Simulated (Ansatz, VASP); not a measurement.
LuTa2: VASP beside Ansatz

```
Lu Ta
1.0
     3.70865    0.00000    0.00000
     0.00000    3.70865    0.00000
     0.00000    0.00000   10.24583
Lu Ta
2 4
Direct
  0.00000 0.50000 0.74488
  0.50000 0.00000 0.25512
  0.00000 0.00000 0.00000
  0.50000 0.50000 0.00000
  0.00000 0.50000 0.44735
  0.50000 0.00000 0.55265
```

Change from the starting cell: species swapped into the SmTe2 type (P4/nmm, No. 129).

Alike in both runs: functional PBE; k mesh 10 × 10 × 4; occupations gaussian, width 0.1 eV; no spin polarisation.

Ansatz relaxed the structure, and its values are those at the end. VASP's run is a single point on that final structure, the one shown.

|  | VASP | Ansatz |
| --- | --- | --- |
| version | VASP 6.6.1 | Ansatz 0.2.0 |
| potentials or method | VASP PAW PBE potentials, release 64 (Lu, Ta_pv), cutoff 520 eV | scalar-relativistic, plane waves, PAW |
| valence electrons in the cell | 94 | 102 |

Ansatz gave:

- gap on the k mesh at the Fermi level (eV): none
- pressure (GPa): 0.0

Q: Estimate VASP's values.

A: gap on the k mesh at the Fermi level (eV): none; pressure (GPa): -0.1.

A gap of «none» marks a metal or a gap that the smearing closes. VASP's potentials hold 94 valence electrons a cell and Ansatz's 102, so a difference there can come from the potentials and not from the codes.

Spin-orbit coupling is off throughout.
